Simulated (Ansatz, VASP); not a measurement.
# Ir in VASP and in Ansatz

Contents of INCAR:

```
PREC = Accurate
ENCUT = 520
EDIFF = 1E-6
ISMEAR = -1
SIGMA = 0.1
LREAL = False
LASPH = True
NELM = 60
ALGO = Normal
ISIF = 2
LWAVE = False
LCHARG = False
GGA = B5
ALDAX = 1.0
AGGAX = 1.0
AGGAC = 1.0
ALDAC = 0.0
NBANDS = 20
```

File KPOINTS:

```
Automatic mesh
0
Gamma
  9 9 13
```

POSCAR

```
Ir
1.0
    4.5677646554      0.0000000000      0.0000000000
   -2.2838823277      3.9558002301      0.0000000000
    0.0000000000      0.0000000000      2.8263991346
Ir
3
Direct
    0.0000000000      1.0000000000      0.0000000000
    0.3333333333      0.6666666667      0.5000000000
    0.6666666667      0.3333333333      0.5000000000
```

Input for Ansatz:

```yaml
crystal:
  lattice:
    - [4.5677646554, 0.0, 0.0]
    - [-2.2838823277, 3.9558002301, 0.0]
    - [0.0, 0.0, 2.8263991346]
  atoms:
    - { symbol: Ir, position: [0.0, 1.0, 0.0] }
    - { symbol: Ir, position: [0.3333333333, 0.6666666667, 0.5] }
    - { symbol: Ir, position: [0.6666666667, 0.3333333333, 0.5] }
hamiltonian:
  xc: blyp
  pseudopotentials:
    kind: paw
    azcp:
      Ir: "pseudopotentials/Ir.paw.azcp"
basis:
  ecutwfc: 420
  fft_grid_basis: typed
kpoints:
  mp_grid: { grid: [9, 9, 13], shift: [0, 0, 0] }
magnetization:
  spin_polarized: false
scf:
  occupations: { method: fermi_dirac, width: 0.1 }
  lower_state_search: "off"
output:
  stress: true
```

Alike in both runs: task single point; functional BLYP; k mesh 9 × 9 × 13; occupations fermi-dirac, width 0.1 eV; no spin polarisation.

|  | VASP | Ansatz |
| --- | --- | --- |
| version | VASP 6.6.1 | Ansatz 0.2.0 |
| potentials or method | VASP PAW PBE potentials, release 64 (Ir), cutoff 520 eV | plane waves (420 eV) with PAW, scalar-relativistic |
| valence electrons in the cell | 27 | 51 |

Ansatz gave:

| Item | Value |
| --- | --- |
| pressure (GPa) | -16.9 |
| traceless stress, the component that is largest in VASP (GPa) | 0.86 |

What did VASP give for the same quantities?

Pressure (GPa): -15.4; traceless stress, the component that is largest in VASP (GPa): 0.65.

VASP's potentials were made for PBE, not for BLYP. With one functional, cell and mesh, what is left measures potentials, basis and numerics. VASP's potentials hold 27 valence electrons a cell and Ansatz's 51, so a difference there can come from the potentials and not from the codes.

Spin-orbit coupling is off throughout.
